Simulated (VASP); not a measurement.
A run of VASP 6.6.1 is set up as follows.

INCAR

```
SYSTEM = AlH8
PREC = Accurate
ENCUT = 520
EDIFF = 1E-6
ISMEAR = 0
SIGMA = 0.1
LREAL = .False.
LASPH = .True.
NELM = 100
ALGO = Normal
ISIF = 2
LWAVE = .False.
LCHARG = .False.
GGA = PE
NBANDS = 16
```

The input KPOINTS:

```
Automatic mesh
0
Gamma
  9 9 8
  0 0 0
```

File POSCAR:

```
AlH8
1.0
    6.3669683523      0.0000000000      0.0000000000
   -3.1834841761      5.5139563381      0.0000000000
    0.0000000000      0.0000000000      5.8184711574
Al H
1 8
Direct
    0.0000000000      0.0000000000      0.5000000000
    0.8552255015      0.1447744985      0.5000000000
    0.8552255015      0.7104510029      0.5000000000
    0.2895489971      0.1447744985      0.5000000000
    0.0000000000      0.0000000000      0.9356141250
    0.0000000000      0.0000000000      0.0643858750
    0.6666666667      0.3333333333      0.0000000000
    0.3333333333      0.6666666667      0.4356285675
    0.3333333333      0.6666666667      0.5643714325
```

Potentials or basis: VASP PAW PBE potentials, release 64 (Al, H).

Launch:

```console
$ cat potpaw_PBE.64/Al/POTCAR potpaw_PBE.64/H/POTCAR > POTCAR
$ mpirun -np 1 vasp_std > vasp.out
```

(1) Predict the largest force.

(2) Predict the pressure.

## Answers

(1) 0.010 eV/Å.

(2) -0.1 GPa.
